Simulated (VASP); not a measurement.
Input of a VASP 6.6.1 run:

File INCAR:

```
SYSTEM = Ta
ALGO = Normal ; EDIFF = 1E-6
EDIFFG = -0.005 ; ENCUT = 600
GGA_COMPAT = .False. ; IBRION = 2
ISIF = 3 ; ISMEAR = -1
LASPH = .True. ; LCHARG = .False.
LMAXMIX = 4 ; LORBIT = 11
LORBMOM = .True. ; LREAL = .False.
LSORBIT = .True. ; LWAVE = .False.
MAGMOM = 0 0 0 ; NELM = 150
NSW = 45 ; PREC = Accurate
SIGMA = 0.05
```

Contents of KPOINTS:

```
k-points
0
Gamma
  18 18 18
  0 0 0
```

The input POSCAR:

```
Ta
1.0
   -1.6261418650      1.6261418650      1.6261418650
    1.6261418650     -1.6261418650      1.6261418650
    1.6261418650      1.6261418650     -1.6261418650
Ta
1
Direct
    0.0000000000      0.0000000000      0.0000000000
```

Potentials or basis: VASP PAW LDA potentials, release 64 (Ta_pv).

Command:

```console
$ cat potpaw_LDA.64/Ta_pv/POTCAR > POTCAR
$ mpirun -np 1 vasp_ncl > vasp.out
```

Q: What does it give for the net moment?

A: 0.00 μB per cell.

Q: Estimate the relaxed cell.

A: a = 2.820 Å, b = 2.820 Å, c = 2.820 Å, α = 109.47°, β = 109.47°, γ = 109.47°.

Q: Predict the space group after relaxing (to 0.1 Å).

A: Im-3m (No. 229).

Q: Predict the relaxed volume.

A: 17.26 Å³/atom.

Step by step:
```
step  energy change (eV)  largest force (eV/Å)  pressure (GPa)  volume (Å³)
   1              0.0000                0.0000            0.78        17.20
   2              0.0008                0.0000           -1.89        17.41
   3             -0.0001                0.0000           -0.13        17.26
   4             -0.0001                0.0000            0.08        17.25
   5             -0.0001                0.0000            0.07        17.25
   6             -0.0001                0.0000            0.04        17.26
```
